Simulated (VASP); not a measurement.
# SiAs3 (Pm-3m) in VASP: further runs

SiAs3 is run at these levels: PBE; tasks: single point, relaxation of cell and atoms.

Program: VASP 6.6.1. These are calculated values, not measurements. Logs are shortened: lines on timing, memory, paths and dates and some standing lists are left out, and cuts for length are marked.

## (1) The cell of the first run

Symmetry: Pm-3m, No. 221, cubic system. Conventional cell: a = 4.227 Å, b = 4.227 Å, c = 4.227 Å, α = 90.00°, β = 90.00°, γ = 90.00°. Si (site symmetry m-3m) has 12 As at 2.99 Å within 3.9 Å. Within 3.9 Å of As (site symmetry 4/mmm) lie 4 Si at 2.99 Å and 8 As at 2.99 Å.

## (2) Single point, PBE

File INCAR:

```
SYSTEM = SiAs3
ALGO     = Fast           ! electronic algorithm
EDIFF    = 1E-6           ! SCF threshold, eV
ENCUT    = 520            ! plane-wave cutoff, eV
GGA      = PE             ! functional
ISIF     = 2              ! what is computed and relaxed
ISMEAR   = 0              ! smearing method
LASPH    = .TRUE.         ! aspherical terms in the spheres
LCHARG   = .TRUE.         ! write CHGCAR
LELF     = .TRUE.         ! ELF
LREAL    = .FALSE.        ! projectors in reciprocal space
LVHAR    = .TRUE.       
LWAVE    = .FALSE.        ! write WAVECAR
NBANDS   = 18             ! bands
NELM     = 60             ! most SCF steps
PREC     = Accurate       ! precision mode
SIGMA    = 0.1            ! smearing width, eV
```

File KPOINTS:

```
k-points
0
G
  4 4 4
  0 0 0
```

File POSCAR:

```
SiAs3
1.0
    4.2272318873      0.0000000000      0.0000000000
    0.0000000000      4.2272318873      0.0000000000
    0.0000000000      0.0000000000      4.2272318873
Si As
1 3
Direct
    0.0000000000      0.0000000000      0.0000000000
    0.0000000000      0.5000000000      0.5000000000
    0.5000000000      0.0000000000      0.5000000000
    0.5000000000      0.5000000000      0.0000000000
```

Potentials or basis: VASP PAW PBE potentials, release 64 (Si, As).

On the command line:

```bash
> cat potpaw_PBE.64/Si/POTCAR potpaw_PBE.64/As/POTCAR > POTCAR
> mpirun -np 1 vasp_std > vasp.out
```

OUTCAR:

```text
SYSTEM = SiAs3
   EDIFF = 1E-6
   ENCUT = 520
   GGA = PE
   ISIF = 2
   ISMEAR = 0
   LASPH = .TRUE.
   LREAL = .FALSE.
   NELM = 60
   PREC = Accurate

 ion  position               nearest neighbor table
   1  0.000  0.000  0.000-   2 2.99   3 2.99   4 2.99   2 2.99   3 2.99   2 2.99   4 2.99   2 2.99
                             3 2.99   4 2.99   3 2.99   4 2.99
   2  0.000  0.500  0.500-   1 2.99   1 2.99   1 2.99   1 2.99
   3  0.500  0.000  0.500-   1 2.99   1 2.99   1 2.99   1 2.99
   4  0.500  0.500  0.000-   1 2.99   1 2.99   1 2.99   1 2.99

  LATTYP: Found a simple cubic cell.
 ALAT       =     4.2272318873

  Lattice vectors:

 A1 = (   4.2272318873,   0.0000000000,   0.0000000000)
 A2 = (   0.0000000000,   4.2272318873,   0.0000000000)
 A3 = (   0.0000000000,   0.0000000000,   4.2272318873)

Analysis of symmetry for initial positions (statically):
=====================================================================
 Subroutine PRICEL returns:
 Original cell was already a primitive cell.

 Routine SETGRP: Setting up the symmetry group for a
 simple cubic supercell.

 Subroutine GETGRP returns: Found 48 space group operations
 (whereof 48 operations were pure point group operations)
 out of a pool of 48 trial point group operations.

The static configuration has the point symmetry O_h .

Analysis of symmetry for dynamics (positions and initial velocities):
=====================================================================
 Subroutine PRICEL returns:
 Original cell was already a primitive cell.

 Routine SETGRP: Setting up the symmetry group for a
 simple cubic supercell.

 Subroutine GETGRP returns: Found 48 space group operations
 (whereof 48 operations were pure point group operations)
 out of a pool of 48 trial point group operations.

The dynamic configuration has the point symmetry O_h .

 Subroutine INISYM returns: Found 48 space group operations
 (whereof 48 operations are pure point group operations),
 and found     1 'primitive' translations

----------------------------------------------------------------------------------------

                                     Primitive cell

  volume of cell :      75.5385

  direct lattice vectors                    reciprocal lattice vectors
     4.227231887  0.000000000  0.000000000     0.236561425  0.000000000  0.000000000
     0.000000000  4.227231887  0.000000000     0.000000000  0.236561425  0.000000000
[... 75 lines left out ...]
   LREAL  =      F    real-space projection
   EDIFFG = 0.1E-04   stopping-criterion for IOM
   NSW    =      0    number of steps for IOM
   IBRION =     -1    ionic relax: 0-MD 1-quasi-New 2-CG
   NFREE  =      0    steps in history (QN), initial steepest desc. (CG)
   ISIF   =      2    stress and relaxation
   ISYM   =      2    0-nonsym 1-usesym 2-fastsym
   POTIM  = 0.5000    time-step for ionic-motion
   TEBEG  =    0.0;   TEEND  =   0.0 temperature during run
   PSTRESS=    0.0 pullay stress
   NELECT =      19.0000    total number of electrons
   NUPDOWN=      -1.0000    fix difference up-down
   EMIN   =  10.00;   EMAX   =-10.00  energy-range for DOS
   EFERMI =   0.00;   METHOD = LEGACY
   ISMEAR =     0;   SIGMA  =   0.10  broadening in eV -4-tet -1-fermi 0-gaus
   EFERMI_NEDOS =   21; number of points for ismear=-14 and -15
   IALGO  =     68    algorithm
   IMIX   =      4    mixing-type and parameters
     AMIX     =   0.40;   BMIX     =  1.00
     AMIX_MAG =   1.60;   BMIX_MAG =  1.00
  volume/ion in A,a.u.               =      18.88       127.44
  Fermi-wavevector in a.u.,A,eV,Ry     =   1.033404  1.952850 14.529974  1.067923
  Thomas-Fermi vector in A             =   2.167649
   LORBIT       =      0    0 simple, 1 ext, 2 COOP (PROOUT), +10 PAW based schemes
   GGA     = PE    functional components
   LHFCALC =     F    Hartree Fock is set to
   AEXX    =    0.0000 exact exchange contribution
   IVDW    =     0    specifies the selected vdW correction
   LEPSILON=     F    determine dielectric tensor
   LRPA    =     F    only Hartree local field effects (RPA)
 non-spin polarized calculation
 RMM-DIIS sequential band-by-band and
 Gauss-broadening in eV      SIGMA  =   0.10
  energy-cutoff  :      520.00
  volume of cell :       75.54
 maximum number of plane-waves:      2048
 NGX is ok and might be reduce to    32
   NGX = 15   NGY = 15   NGZ = 15

 number of electron      18.9999999 magnetization

 Free energy of the ion-electron system (eV)
  ---------------------------------------------------
  ext. energy  EPLUGINS =         0.00000000
  ---------------------------------------------------
  free energy    TOTEN  =       -17.05684699 eV

  energy without entropy =      -17.04703155  energy(sigma->0) =      -17.05193927

 E-fermi :   6.6549     XC(G=0): -10.6425

 val. band max:        6.5950045404   @ k =   0.2500   0.2500   0.0000
 cond. band min:       6.9039292812   @ k =   0.5000   0.2500   0.0000
 fundamental gap:      0.3089247408
 Fermi energy:         6.6548852144

 k-point     1 :       0.0000    0.0000    0.0000
  band No.  band energies     occupation
      1      -7.9391      2.00000
      2      -2.0410      2.00000
      3      -2.0410      2.00000
      4       1.1380      2.00000
      5       1.3691      2.00000
      6       1.3691      2.00000
[... 187 lines left out ...]
      5       0.0185      2.00000
      6       0.3338      2.00000
[... 10 lines left out ...]
     17      16.1513      0.00000
     18      16.1514      0.00000

------------------------ aborting loop because EDIFF is reached ----------------------------------------

  FORCE on cell =-STRESS in cart. coord.  units (eV):
  Direction    XX          YY          ZZ          XY          YZ          ZX
  --------------------------------------------------------------------------------------
  -------------------------------------------------------------------------------------
  Total       -0.6756039     -0.6756039     -0.6756039     -0.0000000     -0.0000000      0.0000000
  in kB      -14.3296147    -14.3296147    -14.3296147     -0.0000000     -0.0000000      0.0000000
  external PRESSURE =     -14.3296147 kB  Pullay stress =       0.0000000 kB

 VOLUME and BASIS-vectors are now :
 -----------------------------------------------------------------------------
  energy-cutoff  :      520.00
  volume of cell :       75.54
      direct lattice vectors                 reciprocal lattice vectors
     4.227231887  0.000000000  0.000000000     0.236561425  0.000000000  0.000000000
     0.000000000  4.227231887  0.000000000     0.000000000  0.236561425  0.000000000
     0.000000000  0.000000000  4.227231887     0.000000000  0.000000000  0.236561425

 POSITION                                       TOTAL-FORCE (eV/Angst)
 -----------------------------------------------------------------------------------
      0.00000      0.00000      0.00000         0.000000      0.000000      0.000000
      0.00000      2.11362      2.11362         0.000000      0.000000      0.000000
      2.11362      0.00000      2.11362         0.000000      0.000000      0.000000
      2.11362      2.11362      0.00000         0.000000      0.000000      0.000000
 -----------------------------------------------------------------------------------
    total drift:                                0.000000     -0.000000     -0.000000

  FREE ENERGIE OF THE ION-ELECTRON SYSTEM (eV)
  ---------------------------------------------------
  free  energy   TOTEN  =       -17.0568469935 eV

  energy  without entropy=      -17.0470315526  energy(sigma->0) =      -17.05193927
```

It took 25 s on 1 thread of Oxide Virtual Turin-like, shared host; peak memory 0.13 GiB.

What came out:

* Free energy: -17.0568 eV
* Pressure: -1.4 GPa
* Band gap on the k mesh: zero (an odd number of electrons rules out a gap without spin polarisation)

Levels at points of the mesh, in eV from the Fermi level:
| k point | band 6 | band 7 | band 8 | band 9 | band 10 | band 11 | band 12 | band 13 |
| --- | --- | --- | --- | --- | --- | --- | --- | --- |
| (0.00, 0.00, 0.00) | -5.29 | -5.29 | 0.72 | 0.72 | 0.72 | 1.44 | 1.44 | 1.44 |
| (0.50, 0.00, 0.00) | -3.54 | -2.98 | -2.98 | -1.71 | -1.21 | 1.74 | 1.89 | 2.55 |
| (0.50, 0.50, 0.00) | -2.33 | -2.33 | -1.58 | -1.58 | -1.48 | -1.40 | -0.33 | 3.86 |
| (0.50, 0.50, 0.50) | -6.32 | -6.32 | -6.32 | 4.27 | 4.27 | 4.28 | 4.28 | 4.28 |

Caveat: the k points lie up to 0.37 Å⁻¹ apart, too coarse for converged energies and pressures of a metal; an odd number of electrons without spin polarisation forces a metal; a magnetic or distorted state may lie lower.

## (3) Single point, PBE

This run uses another cell than the first one, of 18.55 Å³/atom.

File INCAR:

```
ALGO = Normal
EDIFF = 1E-6
ENCUT = 520
GGA = PE
ISIF = 2
ISMEAR = 0
LASPH = T
LCHARG = T
LELF = T
LREAL = F
LVHAR = T
LWAVE = F
NBANDS = 18
NELM = 60
PREC = Accurate
SIGMA = 0.1
```

File KPOINTS:

```
k-points
0
Gamma
  12 12 12
```

File POSCAR:

```
SiAs3
1.0
    4.2019456416      0.0000000000      0.0000000000
    0.0000000000      4.2019456416      0.0000000000
    0.0000000000      0.0000000000      4.2019456416
Si As
1 3
Direct
    0.0000000000      0.0000000000      0.0000000000
    0.0000000000      0.5000000000      0.5000000000
    0.5000000000      0.0000000000      0.5000000000
    0.5000000000      0.5000000000      0.0000000000
```

Potentials or basis: VASP PAW PBE potentials, release 64 (Si, As).

On the command line:

```bash
> cat potpaw_PBE.64/Si/POTCAR potpaw_PBE.64/As/POTCAR > POTCAR
> mpirun -np 1 vasp_std > vasp.out
```

Run time: 88 s. Hardware: 1 thread of Oxide Virtual Turin-like, shared host; peak memory 0.2 GiB.

It converged, with:

```yaml
Free_energy: -17.1486 eV
Pressure: 0.0 GPa
Band_gap_on_the_k_mesh: zero (an odd number of electrons rules out a gap without spin polarisation)
```

Levels at points of the mesh, in eV from the Fermi level:
```tsv
k point	band 6	band 7	band 8	band 9	band 10	band 11	band 12	band 13	band 14	band 15
(0.00, 0.00, 0.00)	-5.50	-5.50	0.63	0.63	0.63	1.36	1.36	1.36	4.82	4.82
(0.50, 0.00, 0.00)	-3.76	-3.12	-3.12	-1.86	-1.39	1.75	1.90	2.46	2.46	3.45
(0.50, 0.50, 0.00)	-2.42	-2.42	-1.73	-1.73	-1.69	-1.44	-0.38	3.84	3.88	4.90
(0.50, 0.50, 0.50)	-6.52	-6.52	-6.52	4.20	4.20	4.27	4.27	4.27	5.62	5.62
```

Caveat: an odd number of electrons without spin polarisation forces a metal; a magnetic or distorted state may lie lower.

## (4) Relaxation of cell and atoms, PBE

File INCAR:

```
SYSTEM = SiAs3
  ALGO = Fast
  EDIFF = 1E-6
  EDIFFG = -0.01
  ENCUT = 600
  GGA = PE
  IBRION = 2
  ISIF = 3
  ISMEAR = 0
  LASPH = .True.
  LCHARG = .False.
  LREAL = .False.
  LWAVE = .False.
  NELM = 60
  NSW = 100
  PREC = Accurate
  SIGMA = 0.1
```

File KPOINTS:

```
k-points
0
Gamma
  12 12 12
  0 0 0
```

File POSCAR:

```
SiAs3
1.0
    4.2272318873      0.0000000000      0.0000000000
    0.0000000000      4.2272318873      0.0000000000
    0.0000000000      0.0000000000      4.2272318873
Si As
1 3
Direct
    0.0000000000      0.0000000000      0.0000000000
    0.0000000000      0.5000000000      0.5000000000
    0.5000000000      0.0000000000      0.5000000000
    0.5000000000      0.5000000000      0.0000000000
```

Potentials or basis: VASP PAW PBE potentials, release 64 (Si, As).

On the command line:

```bash
> cat potpaw_PBE.64/Si/POTCAR potpaw_PBE.64/As/POTCAR > POTCAR
> mpirun -np 1 vasp_std > vasp.out
```

OUTCAR:

```text
SYSTEM = SiAs3
   EDIFF = 1E-6
   EDIFFG = -0.01
   ENCUT = 600
   GGA = PE
   IBRION = 2
   ISIF = 3
   ISMEAR = 0
   LASPH = .True.
   LREAL = .False.
   NELM = 60
   NSW = 100
   PREC = Accurate

 ion  position               nearest neighbor table
   1  0.000  0.000  0.000-   2 2.99   3 2.99   4 2.99   2 2.99   3 2.99   2 2.99   4 2.99   2 2.99
                             3 2.99   4 2.99   3 2.99   4 2.99
   2  0.000  0.500  0.500-   1 2.99   1 2.99   1 2.99   1 2.99
   3  0.500  0.000  0.500-   1 2.99   1 2.99   1 2.99   1 2.99
   4  0.500  0.500  0.000-   1 2.99   1 2.99   1 2.99   1 2.99

  LATTYP: Found a simple cubic cell.
 ALAT       =     4.2272318873

  Lattice vectors:

 A1 = (   4.2272318873,   0.0000000000,   0.0000000000)
 A2 = (   0.0000000000,   4.2272318873,   0.0000000000)
[... 279 lines left out ...]
      2      -1.8640      2.00000
      3      -1.8640      2.00000
      4       1.4132      2.00000
      5       1.4563      2.00000
      6       1.4563      2.00000
      7       1.4563      2.00000
      8       7.5803      0.00000
      9       7.5803      0.00000
     10       7.5803      0.00000
     11       8.3131      0.00000
     12       8.3131      0.00000
     13       8.3131      0.00000
[... 354 lines left out ...]
  band No.  band energies     occupation
      1      -5.8287      2.00000
      2      -4.4994      2.00000
      3      -3.3628      2.00000
      4      -1.0795      2.00000
      5       3.1981      2.00000
      6       3.7242      2.00000
      7       4.2066      2.00000
      8       5.0978      2.00000
      9       5.2841      2.00000
     10       6.4661      2.00000
     11       6.8604      1.79788
     12       7.9407      0.00000
     13       8.9278      0.00000

 [... further k-points ...]

------------------------ aborting loop because EDIFF is reached ----------------------------------------

  FORCE on cell =-STRESS in cart. coord.  units (eV):
  Direction    XX          YY          ZZ          XY          YZ          ZX
  --------------------------------------------------------------------------------------
  -------------------------------------------------------------------------------------
  Total        0.0026629      0.0026629      0.0026629      0.0000000     -0.0000000      0.0000000
  in kB        0.0574733      0.0574733      0.0574733      0.0000000     -0.0000000      0.0000000
  external PRESSURE =       0.0574733 kB  Pullay stress =       0.0000000 kB
[... 19 lines left out ...]
  FREE ENERGIE OF THE ION-ELECTRON SYSTEM (eV)
  ---------------------------------------------------
  free  energy   TOTEN  =       -17.1487729991 eV

  energy  without entropy=      -17.1377212264  energy(sigma->0) =      -17.14324711

 reached required accuracy - stopping structural energy minimisation
```

CONTCAR:

```text
SiAs3
   1.00000000000000
     4.2027362031318924    0.0000000000000000    0.0000000000000000
    -0.0000000000000000    4.2027362031318924   -0.0000000000000000
     0.0000000000000000   -0.0000000000000000    4.2027362031318924
  Si              As
     1     3
Direct
     0.0000000000000000    0.0000000000000000    0.0000000000000000
     0.0000000000000000    0.5000000000000000    0.5000000000000000
     0.5000000000000000    0.0000000000000000    0.5000000000000000
     0.5000000000000000    0.5000000000000000    0.0000000000000000

  0.00000000E+00  0.00000000E+00  0.00000000E+00
  0.00000000E+00  0.00000000E+00  0.00000000E+00
  0.00000000E+00  0.00000000E+00  0.00000000E+00
  0.00000000E+00  0.00000000E+00  0.00000000E+00
```

Wall time 4.7 min (1 thread of Oxide Virtual Turin-like, shared host); peak memory 0.24 GiB.

Results:

| Item | Value |
| --- | --- |
| Free energy | -17.1488 eV |
| Relaxed volume | 18.56 Å³/atom |
| Relaxed cell | a = 4.203 Å, b = 4.203 Å, c = 4.203 Å, α = 90.00°, β = 90.00°, γ = 90.00° |
| Space group after relaxing (to 0.1 Å) | Pm-3m (No. 221) |
| Energy gained by relaxing | 1.3 meV/atom |
| Ionic steps | 3 |
| Pressure after relaxing | 0.0 GPa |
| Band gap on the k mesh | zero (an odd number of electrons rules out a gap without spin polarisation) |

Step by step:
| step | energy change (eV) | largest force (eV/Å) | pressure (GPa) | volume (Å³) |
| --- | --- | --- | --- | --- |
| 1 | 0.0000 | 0.0000 | -1.26 | 75.54 |
| 2 | -0.0049 | 0.0000 | 0.32 | 73.93 |
| 3 | -0.0052 | 0.0000 | 0.01 | 74.23 |

Final structure:
```yaml
crystal:
  lattice:
    - [4.20274, 0.00000, 0.00000]
    - [0.00000, 4.20274, 0.00000]
    - [0.00000, 0.00000, 4.20274]
  atoms:
    - { symbol: Si, position: [0.00000, 0.00000, 0.00000] }
    - { symbol: As, position: [0.00000, 0.50000, 0.50000] }
    - { symbol: As, position: [0.50000, 0.00000, 0.50000] }
    - { symbol: As, position: [0.50000, 0.50000, 0.00000] }
```

Caveat: an odd number of electrons without spin polarisation forces a metal; a magnetic or distorted state may lie lower.

## (5) Overview

| task | cell | k mesh | cutoff (eV) | gap on the mesh (eV) | pressure (GPa) |
| --- | --- | --- | --- | --- | --- |
| single point | a = 4.227 Å, 4 atoms | 4 × 4 × 4 | 520 | none | -1.4 |
| single point | a = 4.202 Å, 4 atoms | 12 × 12 × 12 | 520 | none | 0.0 |
| relaxation of cell and atoms | relaxed from a = 4.227 Å, 4 atoms | 12 × 12 × 12 | 600 | none | 0.0 |

Alike in all rows: level PBE; potentials or basis VASP PAW PBE potentials, release 64 (Si, As); no spin polarisation; smearing gaussian 0.1 eV.

Caveats: some runs use coarse meshes; an odd number of electrons without spin polarisation forces a metal; a magnetic or distorted state may lie lower.

Total energies depend on the potentials used, so only differences within one code and one set of settings carry meaning.

The gap in the log of VASP goes by the Fermi energy; the results here count the filled bands.